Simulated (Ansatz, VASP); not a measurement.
One calculation of Ga, two programs

```xyz
2
Lattice="3.0789 0.0000 0.0000 -1.5395 2.6664 0.0000 0.0000 0.0000 4.8700" Properties=species:S:1:pos:R:3 pbc="T T T"
Ga    0.0000    1.7776    1.2175
Ga    1.5395    0.8888    3.6525
```

Alike in both runs: task single point; functional PBEsol; k mesh 14 × 14 × 8; occupations fermi-dirac, width 0.1 eV; no spin polarisation.

```csv
,VASP,Ansatz
version,VASP 6.6.1,Ansatz 0.2.0
potentials or method,"VASP PAW PBE potentials, release 64 (Ga_d), cutoff 520 eV","plane waves (420 eV) with PAW, scalar-relativistic"
valence electrons in the cell,26,26
```

|  | VASP | Ansatz | Ansatz less VASP |
| --- | --- | --- | --- |
| pressure (GPa) | -4.9 | -4.9 | -0.05 |
| traceless stress, the component that is largest in VASP (GPa) | 0.22 | 0.22 | +0.001 |

VASP's potentials were made for PBE, not for PBEsol, and Ansatz warns of the same on its side.
